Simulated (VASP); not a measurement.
Write the native input for VASP 6.6.1 that does the following.

```
Task                               : single point
Functional                         : PBE0
Potentials or basis                : VASP PAW PBE potentials, release 64 (In_d)
Cutoff                             : 520 eV
k mesh                             : 4 × 4 × 4
Occupations                        : fermi-dirac, width 0.05 eV
Spin                               : no spin polarisation
Dipole correction                  : no
Grid for exact exchange (PRECFOCK) : Normal
Further INCAR settings             : ALGO = Normal; EDIFF = 1e-07; NBANDS = 20
Share of exact exchange            : 0.25
```

In:

```
CELL_PARAMETERS angstrom
3.37938 0.00000 0.00000
-1.68969 2.92663 0.00000
0.00000 0.00000 5.58164
ATOMIC_POSITIONS crystal
In 0.66667 0.33333 0.75000
In 0.33333 0.66667 0.25000
```

This isn't the form of In at room conditions, which is tetragonal.

One way to write it, as run:

POSCAR

```
In
1.0
    3.3793777732      0.0000000000      0.0000000000
   -1.6896888866      2.9266270006      0.0000000000
    0.0000000000      0.0000000000      5.5816399564
In
2
Direct
    0.6666666667      0.3333333333      0.7500000000
    0.3333333333      0.6666666667      0.2500000000
```

INCAR.step1

```
SYSTEM = In
ALGO     = Normal         ! electronic algorithm
EDIFF    = 1E-5           ! SCF threshold, eV
ENCUT    = 520            ! plane-wave cutoff, eV
GGA      = PE             ! functional
ISIF     = 2              ! what is computed and relaxed
ISMEAR   = -1             ! smearing method
LASPH    = .TRUE.         ! aspherical terms in the spheres
LCHARG   = .FALSE.        ! write CHGCAR
LREAL    = .FALSE.        ! projectors in reciprocal space
LWAVE    = .TRUE.         ! write WAVECAR
NBANDS   = 20             ! bands
NELM     = 60             ! most SCF steps
PREC     = Accurate       ! precision mode
SIGMA    = 0.05           ! smearing width, eV
```

INCAR.step2

```
SYSTEM = In
AEXX     = 0.25           ! exact-exchange fraction
ALGO     = Normal         ! electronic algorithm
EDIFF    = 1E-7           ! SCF threshold, eV
ENCUT    = 520            ! plane-wave cutoff, eV
GGA      = PE             ! functional
ISIF     = 2              ! what is computed and relaxed
ISMEAR   = -1             ! smearing method
ISTART   = 1            
LASPH    = .TRUE.         ! aspherical terms in the spheres
LCHARG   = .FALSE.        ! write CHGCAR
LHFCALC  = .TRUE.         ! exact exchange
LREAL    = .FALSE.        ! projectors in reciprocal space
LWAVE    = .FALSE.        ! write WAVECAR
NBANDS   = 20             ! bands
NELM     = 60             ! most SCF steps
PREC     = Accurate       ! precision mode
PRECFOCK = Normal       
SIGMA    = 0.05           ! smearing width, eV
```

KPOINTS

```
k-points
0
G
  4 4 4
  0 0 0
```

Potentials or basis: VASP PAW PBE potentials, release 64 (In_d).

Command:

```console
$ cat potpaw_PBE.64/In_d/POTCAR > POTCAR
$ cp INCAR.step1 INCAR
$ mpirun -np 1 vasp_std > vasp.out
$ cp INCAR.step2 INCAR
$ mpirun -np 1 vasp_std > vasp.out
```

It gave:

```
Pressure               : 0.8 GPa
Band gap on the k mesh : zero (bands 13 and 14 overlap by 6.73 eV)
```

Caveat: the k points lie up to 0.54 Å⁻¹ apart, too coarse for converged energies and pressures of a metal; the PAW data sets were made with another functional, which shifts forces and pressure a little; spin-orbit coupling is left out, which moves the levels of the heavy elements.

It took 27 min on 1 thread of Intel(R) Xeon(R) Platinum 8259CL CPU @ 2.50GHz (Skylake/Cascade Lake), on a shared host, peak memory 0.19 GiB.
